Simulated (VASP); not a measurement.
# Sc (P6_3/mmc) in VASP: notebook, part 2 of 2

VASP 6.6.1.

**3. Single point, LDA**

This run uses another cell than the first one, of 19.77 Å³/atom.

Contents of INCAR:

```
SYSTEM = Sc
PREC = Accurate
ENCUT = 520
EDIFF = 1E-6
ISMEAR = -1
SIGMA = 0.1
LREAL = .False.
LASPH = .True.
NELM = 80
ALGO = Normal
ISIF = 2
LWAVE = .False.
LCHARG = .False.
NBANDS = 18
```

Contents of KPOINTS:

```
regular mesh
0
Gamma
  16 16 10
  0 0 0
```

Contents of POSCAR:

```
Sc
1.0
    3.0905956396      0.0000000000      0.0000000000
   -1.5452978198      2.6765343367      0.0000000000
    0.0000000000      0.0000000000      4.7793645987
Sc
2
Direct
    0.3333333333      0.6666666667      0.2500000000
    0.6666666667      0.3333333333      0.7500000000
```

Potentials or basis: VASP PAW LDA potentials, release 64 (Sc_sv).

Run with:

```
> cat potpaw_LDA.64/Sc_sv/POTCAR > POTCAR
> mpirun -np 1 vasp_std > vasp.out
```

OUTCAR:

```text
SYSTEM = Sc
   PREC = Accurate
   ENCUT = 520
   EDIFF = 1E-6
   ISMEAR = -1
   LREAL = .False.
   LASPH = .True.
   NELM = 80
   ISIF = 2

 ion  position               nearest neighbor table
   1  0.333  0.667  0.250-   2 2.98   2 2.98   2 2.98   2 2.98   2 2.98   2 2.98
   2  0.667  0.333  0.750-   1 2.98   1 2.98   1 2.98   1 2.98   1 2.98   1 2.98

  LATTYP: Found a hexagonal cell.
 ALAT       =     3.0905956396
 C/A-ratio  =     1.5464218410

  Lattice vectors:

[... 694 lines left out ...]

  FORCE on cell =-STRESS in cart. coord.  units (eV):
  Direction    XX          YY          ZZ          XY          YZ          ZX
  --------------------------------------------------------------------------------------
  -------------------------------------------------------------------------------------
  Total        2.5077251      2.5077251      2.5133884      0.0000000     -0.0000000     -0.0000000
  in kB      101.6261190    101.6261190    101.8556259      0.0000000     -0.0000000     -0.0000000
  external PRESSURE =     101.7026213 kB  Pullay stress =       0.0000000 kB

 VOLUME and BASIS-vectors are now :
 -----------------------------------------------------------------------------
  energy-cutoff  :      520.00
  volume of cell :       39.54
      direct lattice vectors                 reciprocal lattice vectors
     3.090595640  0.000000000  0.000000000     0.323562224  0.186808737  0.000000000
    -1.545297820  2.676534337  0.000000000     0.000000000  0.373617475  0.000000000
     0.000000000  0.000000000  4.779364599     0.000000000  0.000000000  0.209232834

 POSITION                                       TOTAL-FORCE (eV/Angst)
 -----------------------------------------------------------------------------------
     -0.00000      1.78436      1.19484        -0.000000      0.000000      0.000000
      1.54530      0.89218      3.58452         0.000000      0.000000      0.000000
 -----------------------------------------------------------------------------------
    total drift:                               -0.000000      0.000000     -0.000000

  FREE ENERGIE OF THE ION-ELECTRON SYSTEM (eV)
  ---------------------------------------------------
  free  energy   TOTEN  =       -13.3412841804 eV

  energy  without entropy=      -13.2359226303  energy(sigma->0) =      -13.28860341
```

stdout:

```text
POSCAR found type information on POSCAR Sc
 POSCAR found :  1 types and       2 ions
 scaLAPACK will be used
 LDA part: xc-table for (Slater(with rela. corr.)+CA(PZ))
 , standard interpolation
 POSCAR, INCAR and KPOINTS ok, starting setup
 FFT: planning ... GRIDC
 FFT: planning ... GRID_SOFT
 FFT: planning ... GRID
 WAVECAR not read
 entering main loop
```

Run time: 32 s. Hardware: 1 thread of Intel Xeon 6975P-C (Granite Rapids), shared host; peak memory 0.21 GiB.

Results:

| Item | Value |
| --- | --- |
| Free energy | -13.3413 eV |
| Pressure | 10.2 GPa |
| Band gap on the k mesh | zero (bands 11 and 12 overlap by 2.05 eV) |

Caveat: the cell stands under pressure.

**4. Single point, LDA**

This run uses another cell than the first one, of 20.47 Å³/atom.

Contents of INCAR:

```
SYSTEM = Sc
PREC = Accurate ; ENCUT = 520
EDIFF = 1E-6 ; ISMEAR = -1
SIGMA = 0.1 ; LREAL = .FALSE.
LASPH = .TRUE. ; NELM = 80
ALGO = Normal ; ISIF = 2
LWAVE = .FALSE. ; LCHARG = .TRUE.
GGA = CA ; LELF = .TRUE.
LVHAR = .TRUE. ; NBANDS = 18
```

Contents of KPOINTS:

```
Automatic mesh
0
G
  16 16 10
  0 0 0
```

Contents of POSCAR:

```
Sc
1.0
    3.1257748258      0.0000000000      0.0000000000
   -1.5628874129      2.7070004057      0.0000000000
    0.0000000000      0.0000000000      4.8380855662
Sc
2
Direct
    0.3333333333      0.6666666667      0.2500000000
    0.6666666667      0.3333333333      0.7500000000
```

Run with:

```
> cat potpaw_LDA.64/Sc_sv/POTCAR > POTCAR
> mpirun -np 1 vasp_std > vasp.out
```

It took 34 s on 1 thread of Intel Xeon 6975P-C (Granite Rapids), shared host; peak memory 0.21 GiB.

It converged, with:

```
Free energy            : -13.4173 eV
Pressure               : 7.1 GPa
Band gap on the k mesh : zero (bands 11 and 12 overlap by 1.91 eV)
```

Levels at points of the mesh, in eV from the Fermi level:
| k point | band 7 | band 8 | band 9 | band 10 | band 11 | band 12 | band 13 | band 14 | band 15 | band 16 |
| --- | --- | --- | --- | --- | --- | --- | --- | --- | --- | --- |
| (0.00, 0.00, 0.00) | -26.97 | -26.92 | -5.36 | -1.91 | 1.30 | 1.74 | 1.74 | 2.13 | 2.34 | 2.34 |
| (0.50, 0.00, 0.00) | -27.14 | -27.04 | -1.67 | -1.35 | -0.95 | -0.11 | 1.40 | 1.60 | 2.24 | 4.50 |
| (0.00, 0.00, 0.50) | -27.03 | -27.03 | -3.57 | -3.57 | 1.10 | 1.10 | 1.63 | 1.63 | 1.63 | 1.63 |
| (0.50, 0.00, 0.50) | -27.12 | -27.12 | -1.76 | -1.76 | 0.09 | 0.09 | 1.78 | 1.78 | 2.74 | 2.74 |

Caveat: the cell stands under pressure.

**5. Overview**

```csv
cell,gap on the mesh (eV),pressure (GPa)
"a = 3.037, b = 3.037, c = 4.699 Å, angles 90.0, 90.0, 120.0°, 2 atoms",none,15.2
"a = 3.091, b = 3.091, c = 4.779 Å, angles 90.0, 90.0, 120.0°, 2 atoms",none,10.2
"a = 3.126, b = 3.126, c = 4.838 Å, angles 90.0, 90.0, 120.0°, 2 atoms",none,7.1
```

Alike in all rows: task single point; level LDA; potentials or basis VASP PAW LDA potentials, release 64 (Sc_sv); no spin polarisation; k mesh 16 × 16 × 10; cutoff (eV) 520; smearing fermi-dirac 0.1 eV.

Caveats: the cell stands under pressure.

Absolute energies hang on the potentials; compare differences alone.
